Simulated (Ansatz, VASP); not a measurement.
# Two plane-wave programs on SnO2

Contents of INCAR:

```
SYSTEM = SnO2
ALGO = Normal ; EDIFF = 1E-7
ENCUT = 520 ; GGA = PS
ISIF = 2 ; ISMEAR = 0
LASPH = .TRUE. ; LCHARG = .FALSE.
LREAL = .FALSE. ; LWAVE = .FALSE.
NBANDS = 35 ; NELM = 100
PREC = Accurate ; SIGMA = 0.05
```

Contents of KPOINTS:

```
k-points
0
G
  6 6 8
  0 0 0
```

POSCAR

```
SnO2
1.0
    4.7291439302      0.0000000000      0.0000000000
    0.0000000000      4.7291439302      0.0000000000
    0.0000000000      0.0000000000      3.1847148224
Sn O
2 4
Direct
    0.0000000000      0.0000000000      0.0000000000
    0.5000000000      0.5000000000      0.5000000000
    0.2767458494      0.3358502854      0.0000000000
    0.2232541506      0.8358502854      0.5000000000
    0.7232541506      0.6641497146      0.0000000000
    0.7767458494      0.1641497146      0.5000000000
```

Input for Ansatz:

```yaml
crystal:
  lattice:
    - [4.7291439302, 0.0, 0.0]
    - [0.0, 4.7291439302, 0.0]
    - [0.0, 0.0, 3.1847148224]
  atoms:
    - { symbol: Sn, position: [0.0, 0.0, 0.0] }
    - { symbol: Sn, position: [0.5, 0.5, 0.5] }
    - { symbol: O, position: [0.2767458494, 0.3358502854, 0.0] }
    - { symbol: O, position: [0.2232541506, 0.8358502854, 0.5] }
    - { symbol: O, position: [0.7232541506, 0.6641497146, 0.0] }
    - { symbol: O, position: [0.7767458494, 0.1641497146, 0.5] }
basis:
  ecutwfc: 520.0
kpoints:
  mp_grid: { grid: [6, 6, 8] }
hamiltonian:
  xc: pbesol
  pseudopotentials: { kind: paw, azcp: { folder: soft_1 } }
scf:
  occupations: { method: gaussian, width: 0.05 }
output:
  forces: true
  stress: true
  eigenvalues: true
  write_density: true
  write_potential: true
  elf: true
  volumetric_format: npy
```

Change from the starting cell: mode 4 frozen in at -0.199 Å, equal normal strain along x, y and z -0.0083.

Alike in both runs: task single point; functional PBEsol; k mesh 6 × 6 × 8; occupations gaussian, width 0.05 eV; no spin polarisation.

|  | VASP | Ansatz |
| --- | --- | --- |
| version | VASP 6.6.1 | Ansatz 0.2.0 |
| potentials or method | VASP PAW PBE potentials, release 64 (Sn_d, O), cutoff 520 eV | scalar-relativistic, plane waves, PAW |
| valence electrons in the cell | 52 | 52 |

```csv
,VASP,Ansatz,Ansatz less VASP
gap on the k mesh at the Fermi level (eV),1.41,1.42,+0.006
least direct gap on the mesh (eV),1.43,1.44,+0.007
pressure (GPa),4.1,3.3,-0.80
"traceless stress, the component that is largest in VASP (GPa)",-1.49,-1.39,+0.099
rms of the force components (eV/Å),0.062,0.067,+0.0051
```

VASP's potentials were made for PBE, not for PBEsol, and Ansatz warns of the same on its side. Atom by atom the forces differ by 0.011 eV/Å (rms over components). The functional is the same, so the differences come from potentials, cutoffs and numerics.
